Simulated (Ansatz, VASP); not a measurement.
## One calculation of Sc3C, two programs

File INCAR:

```
SYSTEM = Sc3C
PREC = Accurate
ENCUT = 600
EDIFF = 1E-6
ISMEAR = 0
SIGMA = 0.1
LREAL = .False.
LASPH = .True.
NELM = 120
ALGO = Normal
ISIF = 2
LWAVE = .False.
LCHARG = .False.
GGA = PE
NBANDS = 26
GGA_COMPAT = .False.
```

File KPOINTS:

```
regular mesh
0
Gamma
  6 6 6
  0 0 0
```

POSCAR

```
Sc3C
1.0
    0.0000000000      3.2000167000      3.2000167000
    3.2000167000      0.0000000000      3.2000167000
    3.2000167000      3.2000167000      0.0000000000
Sc C
3 1
Direct
    0.2500000000      0.2500000000      0.2500000000
    0.0000000000      0.0000000000      0.0000000000
    0.7500000000      0.7500000000      0.7500000000
    0.5000000000      0.5000000000      0.5000000000
```

Input for Ansatz:

```yaml
crystal:
  lattice:
    - [0.0, 3.2000167, 3.2000167]
    - [3.2000167, 0.0, 3.2000167]
    - [3.2000167, 3.2000167, 0.0]
  atoms:
    - { symbol: Sc, position: [0.25, 0.25, 0.25] }
    - { symbol: Sc, position: [0.0, 0.0, 0.0] }
    - { symbol: Sc, position: [0.75, 0.75, 0.75] }
    - { symbol: C, position: [0.5, 0.5, 0.5] }
basis:
  ecutwfc: 420
kpoints:
  mp_grid: { grid: [6, 6, 6] }
hamiltonian:
  xc: pbe
scf:
  occupations: { method: gaussian, width: 0.1 }
  lower_state_search: "off"
output:
  forces: true
  stress: true
  eigenvalues: true
```

Change from the starting cell: species swapped into the AlNi3 type (Fm-3m, No. 225).

Alike in both runs: task single point; functional PBE; k mesh 6 × 6 × 6; occupations gaussian, width 0.1 eV; no spin polarisation.

```csv
,VASP,Ansatz
version,VASP 6.6.1,Ansatz 0.2.0
potentials or method,"VASP PAW PBE potentials, release 64 (Sc_sv, C), cutoff 600 eV","scalar-relativistic, plane waves, PAW"
valence electrons in the cell,37,37
```

```csv
,VASP,Ansatz,Ansatz less VASP
gap on the k mesh at the Fermi level (eV),none,none,-
pressure (GPa),1.4,1.2,-0.22
```

A gap of «none» marks a metal or a gap that the smearing closes. With one functional, cell and mesh, what is left measures potentials, basis and numerics.
